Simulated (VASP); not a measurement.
## Ta4C3: single point with PBEsol

The system is Ta4C3.

```
Ta C
1.0
     4.22650    0.00000    0.00000
     0.00000    4.22650    0.00000
     0.00000    0.00000    4.05039
Ta C
4 3
Direct
  0.00000 0.50000 0.50000
  0.50000 0.00000 0.50000
  0.50000 0.50000 0.00000
  0.00000 0.00000 0.00000
  0.50000 0.00000 0.00000
  0.00000 0.50000 0.00000
  0.00000 0.00000 0.50000
```

This cell differs from its parent crystal: strain -0.040 along x and y, -0.080 along z.

```json
{"Program": "VASP 6.6.1", "Task": "single point", "Functional": "PBEsol", "Potentials or basis": "VASP PAW PBE potentials, release 64 (Ta_pv, C)", "Cutoff": "520 eV", "k mesh": "10 × 10 × 10", "Occupations": "gaussian, width 0.15 eV", "Spin": "no spin polarisation", "Dipole correction": "no", "Further INCAR settings": "ALGO = Normal; EDIFF = 1e-06; NBANDS = 37"}
```

```
Pressure               : 75.1 GPa
Band gap on the k mesh : zero (bands 28 and 29 overlap by 1.25 eV)
```

Stress tensor (GPa, compression positive):
```
 62.44   0.00   0.00
  0.00  62.44   0.00
  0.00   0.00 100.28
```

Levels at points of the mesh, in eV from the Fermi level:
```csv
k point,band 25,band 26,band 27,band 28,band 29,band 30,band 31,band 32
"(0.00, 0.00, 0.00)",-0.97,-0.97,-0.74,-0.66,-0.66,-0.38,-0.17,1.41
"(0.50, 0.00, 0.00)",-2.89,-2.06,-1.72,0.27,0.35,0.88,2.51,2.52
"(0.50, 0.50, 0.00)",-2.04,-1.91,-0.57,-0.57,1.80,1.98,1.98,2.22
"(0.00, 0.00, 0.50)",-2.79,-2.51,-2.51,0.18,0.18,1.33,2.33,3.29
"(0.50, 0.00, 0.50)",-2.15,-1.95,-0.88,-0.04,2.06,2.07,2.37,2.55
"(0.50, 0.50, 0.50)",-1.69,-1.69,-0.90,0.46,4.01,4.04,4.39,4.39
```

It took 3.4 min on 1 thread of Intel(R) Xeon(R) Platinum 8259CL CPU @ 2.50GHz (Skylake/Cascade Lake), on a shared host, peak memory 0.37 GiB.

Caveat: the cell differs from its parent crystal (strain -0.040 along x and y, -0.080 along z); the cell stands under pressure; the PAW data sets were made with another functional, which shifts forces and pressure a little; spin-orbit coupling is left out, which moves the levels of the heavy elements.
